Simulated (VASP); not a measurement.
# ZrBrCl3 (R3m) in VASP: single point with PBE

Aim: the single point of ZrBrCl3 with PBE.

All numbers are computed with VASP 6.6.1; they aren't measurements. Logs are shortened: lines on timing, memory, paths and dates and some standing lists are left out, and cuts for length are marked.

### Step 1. The cell of the first run

The structure is trigonal, space group R3m (No. 160). The conventional cell has a = 11.148 Å, b = 11.148 Å, c = 7.224 Å, α = 90.00°, β = 90.00°, γ = 120.00°. Within 3.1 Å of Zr (site symmetry 3m) lie 3 Cl at 2.33 Å and 1 Br at 2.48 Å. Within 3.3 Å of Br (site symmetry 3m) lie 1 Zr at 2.48 Å. Cl (site symmetry m) has 1 Zr at 2.33 Å within 3.1 Å.

The cell was built from a structure type or drawn by symmetry, and may not be a known phase.

### Step 2. Single point, PBE

The input, INCAR:

```
PREC = Accurate
ENCUT = 520
EDIFF = 1E-6
ISMEAR = 0
SIGMA = 0.02
LREAL = False
LASPH = True
NELM = 80
ALGO = Normal
ISIF = 2
LWAVE = False
LCHARG = False
GGA = PE
NBANDS = 28
```

The input, KPOINTS:

```
Automatic mesh
0
Gamma
  6 6 6
```

The input, POSCAR:

```
ZrBrCl3
1.0
    5.5737991712      3.2180344519      2.4079695939
   -5.5737991712      3.2180344519      2.4079695939
    0.0000000000     -6.4360689038      2.4079695939
Zr Br Cl
1 1 3
Direct
    0.7404644101      0.7404644101      0.7404644101
    0.3968781887      0.3968781887      0.3968781887
    0.0764229323      0.7354997244      0.7354997244
    0.7354997244      0.7354997244      0.0764229323
    0.7354997244      0.0764229323      0.7354997244
```

Potentials or basis: VASP PAW PBE potentials, release 64 (Zr_sv, Br, Cl).

Launch:

```sh
$ cat potpaw_PBE.64/Zr_sv/POTCAR potpaw_PBE.64/Br/POTCAR potpaw_PBE.64/Cl/POTCAR > POTCAR
$ mpirun -np 1 vasp_std > vasp.out
```

OUTCAR:

```text
PREC = Accurate
   ENCUT = 520
   EDIFF = 1E-6
   ISMEAR = 0
   LREAL = False
   LASPH = True
   NELM = 80
   ISIF = 2
   GGA = PE

 ion  position               nearest neighbor table
   1  0.740  0.740  0.740-   4 2.33   3 2.33   5 2.33   2 2.48
   2  0.397  0.397  0.397-   1 2.48
   3  0.076  0.735  0.735-   1 2.33
   4  0.735  0.735  0.076-   1 2.33
   5  0.735  0.076  0.735-   1 2.33

  LATTYP: Found a trigonal (rhomboedric) cell.
 ALAT       =     6.8717756439
 COS(alpha) =    -0.3158145528

  Lattice vectors:

 A1 = (   5.5737991712,   3.2180344519,   2.4079695939)
 A2 = (  -5.5737991712,   3.2180344519,   2.4079695939)
 A3 = (   0.0000000000,  -6.4360689038,   2.4079695939)

Analysis of symmetry for initial positions (statically):
=====================================================================
 Subroutine PRICEL returns:
 Original cell was already a primitive cell.

 Routine SETGRP: Setting up the symmetry group for a
 trigonal (rhombohedral) supercell.

 Subroutine GETGRP returns: Found  6 space group operations
 (whereof  6 operations were pure point group operations)
 out of a pool of 12 trial point group operations.

The static configuration has the point symmetry C_3v.

Analysis of symmetry for dynamics (positions and initial velocities):
=====================================================================
 Subroutine PRICEL returns:
 Original cell was already a primitive cell.

 Routine SETGRP: Setting up the symmetry group for a
 trigonal (rhombohedral) supercell.

 Subroutine GETGRP returns: Found  6 space group operations
 (whereof  6 operations were pure point group operations)
 out of a pool of 12 trial point group operations.

The dynamic configuration has the point symmetry C_3v.

 Subroutine INISYM returns: Found  6 space group operations
 (whereof  6 operations are pure point group operations),
 and found     1 'primitive' translations

----------------------------------------------------------------------------------------

                                     Primitive cell

  volume of cell :     259.1458

  direct lattice vectors                    reciprocal lattice vectors
     5.573799171  3.218034452  2.407969594     0.089705421  0.051791449  0.138429212
    -5.573799171  3.218034452  2.407969594    -0.089705421  0.051791449  0.138429212
     0.000000000 -6.436068904  2.407969594     0.000000000 -0.103582898  0.138429212

  length of vectors
[... 86 lines left out ...]
   ENCUT  =  520.0 eV  38.22 Ry    6.18 a.u.  12.78 12.78 12.78*2*pi/ulx,y,z
   NELM   =     80;   NELMIN=  2; NELMDL= -5     # of ELM steps
   EDIFF  = 0.1E-05   stopping-criterion for ELM
   LREAL  =      F    real-space projection
   EDIFFG = 0.1E-04   stopping-criterion for IOM
   NSW    =      0    number of steps for IOM
   IBRION =     -1    ionic relax: 0-MD 1-quasi-New 2-CG
   NFREE  =      0    steps in history (QN), initial steepest desc. (CG)
   ISIF   =      2    stress and relaxation
   ISYM   =      2    0-nonsym 1-usesym 2-fastsym
   POTIM  = 0.5000    time-step for ionic-motion
   TEBEG  =    0.0;   TEEND  =   0.0 temperature during run
   PSTRESS=    0.0 pullay stress
   NELECT =      40.0000    total number of electrons
   NUPDOWN=      -1.0000    fix difference up-down
   EMIN   =  10.00;   EMAX   =-10.00  energy-range for DOS
   EFERMI =   0.00;   METHOD = LEGACY
   ISMEAR =     0;   SIGMA  =   0.02  broadening in eV -4-tet -1-fermi 0-gaus
   EFERMI_NEDOS =   21; number of points for ismear=-14 and -15
   IALGO  =     38    algorithm
   IMIX   =      4    mixing-type and parameters
     AMIX     =   0.40;   BMIX     =  1.00
     AMIX_MAG =   1.60;   BMIX_MAG =  1.00
  volume/ion in A,a.u.               =      51.83       349.76
  Fermi-wavevector in a.u.,A,eV,Ry     =   0.878173  1.659506 10.492647  0.771188
  Thomas-Fermi vector in A             =   1.998223
   LORBIT       =      0    0 simple, 1 ext, 2 COOP (PROOUT), +10 PAW based schemes
   GGA     = PE    functional components
   LHFCALC =     F    Hartree Fock is set to
   AEXX    =    0.0000 exact exchange contribution
   IVDW    =     0    specifies the selected vdW correction
   LEPSILON=     F    determine dielectric tensor
   LRPA    =     F    only Hartree local field effects (RPA)
 non-spin polarized calculation
 Gauss-broadening in eV      SIGMA  =   0.02
  energy-cutoff  :      520.00
  volume of cell :      259.15
 maximum number of plane-waves:      7004
 NGX is ok and might be reduce to    54
   NGX = 25   NGY = 25   NGZ = 25

 number of electron      39.9999998 magnetization

 Free energy of the ion-electron system (eV)
  ---------------------------------------------------
  ext. energy  EPLUGINS =         0.00000000
  ---------------------------------------------------
  free energy    TOTEN  =       -24.02830484 eV

  energy without entropy =      -24.02830484  energy(sigma->0) =      -24.02830484

 E-fermi :  -3.2006     XC(G=0):  -5.7294

 val. band max:       -3.4589920235   @ k =   0.5000   0.5000   0.5000
 cond. band min:       0.6403961319   @ k =   0.5000   0.5000   0.5000
 fundamental gap:      4.0993881553
 Fermi energy:        -3.2006232369

 k-point     1 :       0.0000    0.0000    0.0000
  band No.  band energies     occupation
      1     -51.2198      2.00000
      2     -29.3268      2.00000
      3     -29.3268      2.00000
      4     -29.2871      2.00000
      5     -16.4684      2.00000
      6     -16.2335      2.00000
[... 733 lines left out ...]
     27       4.7142      0.00000
     28       4.8864      0.00000

 [... further k-points ...]
[... 5 lines left out ...]
  --------------------------------------------------------------------------------------
  -------------------------------------------------------------------------------------
  Total       -0.0605471     -0.0605471     -0.0481123      0.0000000      0.0000000      0.0000000
  in kB       -0.3743344     -0.3743344     -0.2974557      0.0000000      0.0000000      0.0000000
  external PRESSURE =      -0.3487082 kB  Pullay stress =       0.0000000 kB

 VOLUME and BASIS-vectors are now :
 -----------------------------------------------------------------------------
  energy-cutoff  :      520.00
  volume of cell :      259.15
      direct lattice vectors                 reciprocal lattice vectors
     5.573799171  3.218034452  2.407969594     0.089705421  0.051791449  0.138429212
    -5.573799171  3.218034452  2.407969594    -0.089705421  0.051791449  0.138429212
     0.000000000 -6.436068904  2.407969594     0.000000000 -0.103582898  0.138429212

 POSITION                                       TOTAL-FORCE (eV/Angst)
 -----------------------------------------------------------------------------------
      0.00000      0.00000      5.34905        -0.000000     -0.000000      0.015401
      0.00000      0.00000      2.86701        -0.000000     -0.000000     -0.004022
     -3.67356     -2.12093      3.72615        -0.009325     -0.005384     -0.003793
      0.00000      4.24186      3.72615        -0.000000      0.010768     -0.003793
      3.67356     -2.12093      3.72615         0.009325     -0.005384     -0.003793
 -----------------------------------------------------------------------------------
    total drift:                                0.000000     -0.000000     -0.000168

  FREE ENERGIE OF THE ION-ELECTRON SYSTEM (eV)
  ---------------------------------------------------
  free  energy   TOTEN  =       -24.0283048387 eV

  energy  without entropy=      -24.0283048387  energy(sigma->0) =      -24.02830484
```

OSZICAR:

```text
N       E                     dE             d eps       ncg     rms          rms(c)
DAV:   1     0.348697624032E+03    0.34870E+03   -0.16718E+04  1824   0.116E+03
DAV:   2     0.110557143496E+02   -0.33764E+03   -0.33031E+03  2476   0.265E+02
DAV:   3    -0.248825893859E+02   -0.35938E+02   -0.35794E+02  2604   0.860E+01
DAV:   4    -0.262081275936E+02   -0.13255E+01   -0.13211E+01  2756   0.152E+01
DAV:   5    -0.262786820899E+02   -0.70554E-01   -0.70551E-01  2472   0.195E+00    0.172E+01
DAV:   6    -0.240461910407E+02    0.22325E+01   -0.49910E+00  1916   0.126E+01    0.789E+00
DAV:   7    -0.240141261554E+02    0.32065E-01   -0.58656E-01  2472   0.339E+00    0.385E+00
DAV:   8    -0.240276798671E+02   -0.13554E-01   -0.14547E-01  2156   0.201E+00    0.532E-01
DAV:   9    -0.240274090984E+02    0.27077E-03   -0.18223E-02  2272   0.700E-01    0.738E-01
DAV:  10    -0.240280029611E+02   -0.59386E-03   -0.17091E-03  2448   0.254E-01    0.353E-01
DAV:  11    -0.240282384616E+02   -0.23550E-03   -0.66693E-04  2048   0.156E-01    0.121E-01
DAV:  12    -0.240282950596E+02   -0.56598E-04   -0.10229E-04  2292   0.544E-02    0.181E-02
DAV:  13    -0.240283037563E+02   -0.86966E-05   -0.82855E-06  2184   0.148E-02    0.112E-02
DAV:  14    -0.240283049381E+02   -0.11818E-05   -0.24885E-06  2016   0.976E-03    0.756E-03
DAV:  15    -0.240283048387E+02    0.99346E-07   -0.17377E-07  1108   0.347E-03
   1 F= -.24028305E+02 E0= -.24028305E+02  d E =-.347800E-76
```

stdout:

```text
POSCAR found type information on POSCAR ZrBrCl
 POSCAR found :  3 types and       5 ions
 scaLAPACK will be used
 LDA part: xc-table for (Slater+PW92), standard interpolation
 POSCAR, INCAR and KPOINTS ok, starting setup
 FFT: planning ... GRIDC
 FFT: planning ... GRID_SOFT
 FFT: planning ... GRID
 WAVECAR not read
 entering main loop
```

Wall time 8.2 min (1 thread of Intel Xeon Platinum 8488C (Sapphire Rapids), shared host); peak memory 0.54 GiB.

What came out:

- Free energy: -24.0283 eV
- Pressure: 0.0 GPa
- Largest force: 0.015 eV/Å
- Band gap on the k mesh: 4.10 eV

Forces in eV/Å, atoms in the order of the input:
```
Zr   0.000  0.000  0.015
Br   0.000  0.000 -0.004
Cl  -0.009 -0.005 -0.004
Cl   0.000  0.011 -0.004
Cl   0.009 -0.005 -0.004
```
